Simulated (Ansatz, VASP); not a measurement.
# Mg4H: VASP beside Ansatz

INCAR

```
SYSTEM = Mg4H
  PREC = Accurate
  ENCUT = 520
  EDIFF = 1E-6
  ISMEAR = 0
  SIGMA = 0.1
  LREAL = .False.
  LASPH = .True.
  NELM = 60
  ALGO = Normal
  ISIF = 2
  LWAVE = .False.
  LCHARG = .False.
  LDIPOL = .True.
  IDIPOL = 3
  DIPOL = 0.5 0.5 0.294
  GGA = PE
  NBANDS = 20
```

KPOINTS

```
regular mesh
0
Gamma
  4 5 1
  0 0 0
```

File POSCAR:

```
Mg4H
1.0
    6.4201385733      0.0000000000      0.0000000000
    0.0000000000      5.1379129567      0.0000000000
    0.0000000000      0.0000000000     21.6644777330
Mg H
8 2
Direct
    0.0000000000      0.7500000000      0.1846340378
    0.5000000000      0.7500000000      0.1846340378
    0.2500000000      0.2500000000      0.2274076137
    0.7500000000      0.2500000000      0.2274076137
    0.2500000000      0.7500000000      0.3173234500
    0.7500000000      0.7500000000      0.3173234500
    0.0000000000      0.2500000000      0.3537808678
    0.5000000000      0.2500000000      0.3537808678
    0.6335694913      0.0833333333      0.3893229201
    0.8664305087      0.0833333333      0.3893229201
```

Input for Ansatz:

```yaml
crystal:
  lattice:
    - [6.4201385733, 0.0, 0.0]
    - [0.0, 5.1379129567, 0.0]
    - [0.0, 0.0, 21.664477733]
  atoms:
    - { symbol: Mg, position: [0.0, 0.75, 0.1846340378] }
    - { symbol: Mg, position: [0.5, 0.75, 0.1846340378] }
    - { symbol: Mg, position: [0.25, 0.25, 0.2274076137] }
    - { symbol: Mg, position: [0.75, 0.25, 0.2274076137] }
    - { symbol: Mg, position: [0.25, 0.75, 0.31732345] }
    - { symbol: Mg, position: [0.75, 0.75, 0.31732345] }
    - { symbol: Mg, position: [0.0, 0.25, 0.3537808678] }
    - { symbol: Mg, position: [0.5, 0.25, 0.3537808678] }
    - { symbol: H, position: [0.6335694913, 0.0833333333, 0.3893229201] }
    - { symbol: H, position: [0.8664305087, 0.0833333333, 0.3893229201] }
basis:
  ecutwfc: 420
kpoints:
  mp_grid: { grid: [4, 5, 1] }
hamiltonian:
  xc: pbe
scf:
  occupations: { method: gaussian, width: 0.1 }
output:
  forces: true
  eigenvalues: true
efield:
  axis: 3
  dipole_correction: true
  ramp_width: 0.04
```

Alike in both runs: task single point; functional PBE; k mesh 4 × 5 × 1; occupations gaussian, width 0.1 eV; no spin polarisation.

|  | VASP | Ansatz |
| --- | --- | --- |
| version | VASP 6.6.1 | Ansatz 0.2.0 |
| potentials or method | VASP PAW PBE potentials, release 64 (Mg, H), cutoff 520 eV | scalar-relativistic, plane waves, PAW |
| valence electrons in the cell | 18 | 82 |

Ansatz gave:

* gap on the k mesh at the Fermi level (eV): none
* rms of the force components (eV/Å): 1.678

**Question.** What did VASP give for the same quantities?

**Answer.** gap on the k mesh at the Fermi level (eV): none; rms of the force components (eV/Å): 1.703.

Atom by atom the forces differ by 0.025 eV/Å (rms over components). A gap of «none» marks a metal or a gap that the smearing closes. With one functional, cell and mesh, what is left measures potentials, basis and numerics. VASP's potentials hold 18 valence electrons a cell and Ansatz's 82, so a difference there can come from the potentials and not from the codes.
